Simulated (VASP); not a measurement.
# Te2Mo (P-6m2) in VASP: notebook, part 2 of 2

VASP 6.6.1. Earlier steps stand in the parts before.

### 3 Relaxation of cell and atoms, PBE+D3(BJ)

This run uses another cell than the first one, of 27.07 Å³/atom, 1.007 times its volume.

Input file INCAR:

```
ALGO     = Normal         # electronic algorithm
EDIFF    = 1E-7           # SCF threshold, eV
EDIFFG   = -0.005         # ionic threshold
ENCUT    = 600            # plane-wave cutoff, eV
GGA      = PE             # functional
IBRION   = 2              # ionic algorithm
ISIF     = 3              # what is computed and relaxed
ISMEAR   = 0              # smearing method
IVDW     = 12             # dispersion correction
LASPH    = True           # aspherical terms in the spheres
LCHARG   = False          # write CHGCAR
LREAL    = False          # projectors in reciprocal space
LWAVE    = False          # write WAVECAR
NELM     = 100            # most SCF steps
NSW      = 100            # ionic steps
PREC     = Accurate       # precision mode
SIGMA    = 0.02           # smearing width, eV
```

Input file KPOINTS:

```
k-points
0
Gamma
  9 9 4
```

Input file POSCAR:

```
Te2Mo
1.0
    3.4950558181      0.0000000000      0.0000000000
   -1.7475279090      3.0268071261      0.0000000000
    0.0000000000      0.0000000000      7.6752177254
Te Mo
2 1
Direct
    0.3333333333      0.6666666667      0.7629257723
    0.3333333333      0.6666666667      0.2370742277
    0.0000000000      0.0000000000      0.0000000000
```

Potentials or basis: VASP PAW PBE potentials, release 64 (Te, Mo_sv).

On the command line:

```sh
$ cat potpaw_PBE.64/Te/POTCAR potpaw_PBE.64/Mo_sv/POTCAR > POTCAR
$ mpirun -np 1 vasp_std > vasp.out
```

OUTCAR:

```text
EDIFF = 1E-7
   EDIFFG = -0.005
   ENCUT = 600
   GGA = PE
   IBRION = 2
   ISIF = 3
   ISMEAR = 0
   IVDW = 12
   LASPH = True
   LREAL = False
   NELM = 100
   NSW = 100
   PREC = Accurate
 IVDW          = 12

 ion  position               nearest neighbor table
   1  0.333  0.667  0.763-   3 2.72   3 2.72   3 2.72   2 3.64
   2  0.333  0.667  0.237-   3 2.72   3 2.72   3 2.72   1 3.64
   3  0.000  0.000  0.000-   1 2.72   2 2.72   1 2.72   2 2.72   1 2.72   2 2.72

  LATTYP: Found a hexagonal cell.
 ALAT       =     3.4950558181
 C/A-ratio  =     2.1960215015

  Lattice vectors:

 A1 = (   3.4950558181,   0.0000000000,   0.0000000000)
 A2 = (  -1.7475279090,   3.0268071261,   0.0000000000)
 A3 = (   0.0000000000,   0.0000000000,   7.6752177254)

Analysis of symmetry for initial positions (statically):
=====================================================================
 Subroutine PRICEL returns:
 Original cell was already a primitive cell.

 Routine SETGRP: Setting up the symmetry group for a
 hexagonal supercell.

 Subroutine GETGRP returns: Found 12 space group operations
 (whereof 12 operations were pure point group operations)
 out of a pool of 24 trial point group operations.

The static configuration has the point symmetry D_3h.

Analysis of symmetry for dynamics (positions and initial velocities):
[... 145 lines left out ...]
 non-spin polarized calculation
 Gauss-broadening in eV      SIGMA  =   0.02
  energy-cutoff  :      600.00
  volume of cell :       81.20
 maximum number of plane-waves:      2732
 NGX is ok and might be reduce to    28
   NGX = 13   NGY = 13   NGZ = 31

--------------------------------------- Ionic step        1  -------------------------------------------

 number of electron      26.0000000 magnetization

 Free energy of the ion-electron system (eV)
  ---------------------------------------------------
  ext. energy  EPLUGINS =         0.00000000
  ---------------------------------------------------
  free energy    TOTEN  =       -17.96289283 eV

  energy without entropy =      -17.96289283  energy(sigma->0) =      -17.96289283

------------------------ aborting loop because EDIFF is reached ----------------------------------------

 Edisp (eV)   -1.48938

 E8    (eV) :    -0.6873
[... 319 lines left out ...]
--------------------------------------- Ionic step        9  -------------------------------------------

 number of electron      26.0000002 magnetization

 Free energy of the ion-electron system (eV)
  ---------------------------------------------------
  ext. energy  EPLUGINS =         0.00000000
  ---------------------------------------------------
  free energy    TOTEN  =       -17.95266378 eV

  energy without entropy =      -17.95266378  energy(sigma->0) =      -17.95266378

 E-fermi :   7.4288     XC(G=0):  -9.9158

 val. band max:        7.1763248211   @ k =   0.3333   0.3333   0.5000
 cond. band min:       8.1437989291   @ k =   0.2222   0.2222   0.0000
 fundamental gap:      0.9674741080
 Fermi energy:         7.4287576747

 k-point     1 :       0.0000    0.0000    0.0000
  band No.  band energies     occupation
      1     -53.5174      2.00000
      2     -27.7029      2.00000
      3     -27.5473      2.00000
      4     -27.5473      2.00000
      5      -5.6810      2.00000
      6      -4.6068      2.00000
[... 457 lines left out ...]
      4     -27.6354      2.00000
      5      -3.1886      2.00000
      6      -2.9814      2.00000
[... 9 lines left out ...]
     16       9.7191      0.00000
     17      11.3866      0.00000

 [... further k-points ...]

------------------------ aborting loop because EDIFF is reached ----------------------------------------

 Edisp (eV)   -1.50024

 E8    (eV) :    -0.6922
[... 26 lines left out ...]
  FREE ENERGIE OF THE ION-ELECTRON SYSTEM (eV)
  ---------------------------------------------------
  free  energy   TOTEN  =       -19.4529025777 eV

  energy  without entropy=      -19.4529025777  energy(sigma->0) =      -19.45290258

 reached required accuracy - stopping structural energy minimisation
```

OSZICAR:

```text
N       E                     dE             d eps       ncg     rms          rms(c)
DAV:   1     0.195213509836E+03    0.19521E+03   -0.13241E+04  1248   0.151E+03
DAV:   2    -0.105360089258E+02   -0.20575E+03   -0.20302E+03  1593   0.339E+02
DAV:   3    -0.184842425712E+02   -0.79482E+01   -0.78700E+01  1596   0.606E+01
[... 82 lines left out ...]
DAV:   3    -0.179526687166E+02    0.75370E-04   -0.45460E-04  1307   0.105E-01    0.158E-02
DAV:   4    -0.179526656823E+02    0.30343E-05   -0.19188E-05  1240   0.291E-02    0.772E-03
DAV:   5    -0.179526645190E+02    0.11633E-05   -0.31133E-06  1287   0.127E-02    0.839E-03
DAV:   6    -0.179526638516E+02    0.66737E-06   -0.77257E-07  1360   0.493E-03    0.255E-03
DAV:   7    -0.179526637818E+02    0.69827E-07   -0.40094E-08   612   0.112E-03
   9 F= -.19452903E+02 E0= -.19452903E+02  d E =-.683718E-05
```

CONTCAR:

```text
Te2Mo
   1.00000000000000
     3.4935521646948602   -0.0000000000000250   -0.0000000000000000
    -1.7467760822974729    3.0255049240526990    0.0000000000000000
     0.0000000000000000   -0.0000000000000000    7.6205595496122935
  Te              Mo
     2     1
Direct
     0.3333333332999970    0.6666666667000030    0.7611309219451888
     0.3333333332999970    0.6666666667000030    0.2388690780548111
     0.0000000000000000    0.0000000000000000    0.0000000000000000

  0.00000000E+00  0.00000000E+00  0.00000000E+00
  0.00000000E+00  0.00000000E+00  0.00000000E+00
  0.00000000E+00  0.00000000E+00  0.00000000E+00
```

Wall time 4.3 min (1 thread of Intel Xeon Platinum 8488C (Sapphire Rapids), shared host); peak memory 0.27 GiB.

What came out:

- Free energy: -19.4529 eV
- Relaxed volume: 26.85 Å³/atom
- Relaxed cell: a = 3.494 Å, b = 3.494 Å, c = 7.621 Å, α = 90.00°, β = 90.00°, γ = 120.00°
- Space group after relaxing (to 0.05 Å): P-6m2 (No. 187)
- Energy gained by relaxing: 0.2 meV/atom
- Ionic steps: 9
- Pressure after relaxing: 0.0 GPa
- Band gap on the k mesh: 0.97 eV, indirect (least direct gap 1.18 eV)
- Dispersion energy per atom: -0.500 eV

The path:
| step | energy change (eV) | largest force (eV/Å) | pressure (GPa) | volume (Å³) |
| --- | --- | --- | --- | --- |
| 1 | 0.0000 | 0.0220 | -0.10 | 81.20 |
| 2 | -0.0001 | 0.0501 | 0.08 | 81.00 |
| 3 | -0.0001 | 0.0515 | 0.08 | 80.99 |
| 4 | -0.0002 | 0.0468 | 0.08 | 80.96 |
| 5 | -0.0004 | 0.0326 | 0.04 | 80.87 |
| 6 | -0.0006 | 0.0042 | -0.02 | 80.68 |
| 7 | -0.0006 | 0.0064 | -0.05 | 80.61 |
| 8 | -0.0006 | 0.0056 | 0.04 | 80.50 |
| 9 | -0.0006 | 0.0003 | 0.00 | 80.55 |

Final structure:
```
Te Mo
1.0
     3.49355    0.00000    0.00000
    -1.74678    3.02550    0.00000
     0.00000    0.00000    7.62056
Te Mo
2 1
Cartesian
  0.0000 2.0170 5.8002
  0.0000 2.0170 1.8203
  0.0000 0.0000 0.0000
```

Caveat: spin-orbit coupling is left out, which moves the levels of the heavy elements. A k mesh can miss the band edges.
